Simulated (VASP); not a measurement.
A run of VASP 6.6.1 is set up as follows.

The input INCAR:

```
PREC = Accurate ; ENCUT = 600
EDIFF = 1E-6 ; ISMEAR = 0
SIGMA = 0.1 ; LREAL = F
LASPH = T ; NELM = 100
ALGO = Normal ; ISIF = 3
LWAVE = F ; LCHARG = F
GGA = PE ; IBRION = 2
NSW = 90 ; EDIFFG = -0.04
```

File KPOINTS:

```
Automatic mesh
0
Gamma
  6 6 6
```

Contents of POSCAR:

```
Si4C
1.0
    2.6374891600      1.5227550800      3.0539111400
   -2.6374891600      1.5227550800      3.0539111400
    0.0000000000     -3.0455101500      3.0539111400
Si C
4 1
Direct
    0.5000000000      0.5000000000      0.5000000000
    0.0000000000      0.0000000000      0.5000000000
    0.5000000000      0.0000000000      0.0000000000
    0.0000000000      0.5000000000      0.0000000000
    0.0000000000      0.0000000000      0.0000000000
```

Potentials or basis: VASP PAW PBE potentials, release 64 (Si, C).

Run with:

```sh
$ cat potpaw_PBE.64/Si/POTCAR potpaw_PBE.64/C/POTCAR > POTCAR
$ mpirun -np 1 vasp_std > vasp.out
```

(1) What does it give for the relaxed volume?

(2) Estimate the band gap on the k mesh.

(3) Estimate the space group after relaxing (to 0.1 Å).

Answers

(1) 13.11 Å³/atom.

(2) zero (bands 10 and 11 overlap by 3.20 eV).

(3) R-3m (No. 166).
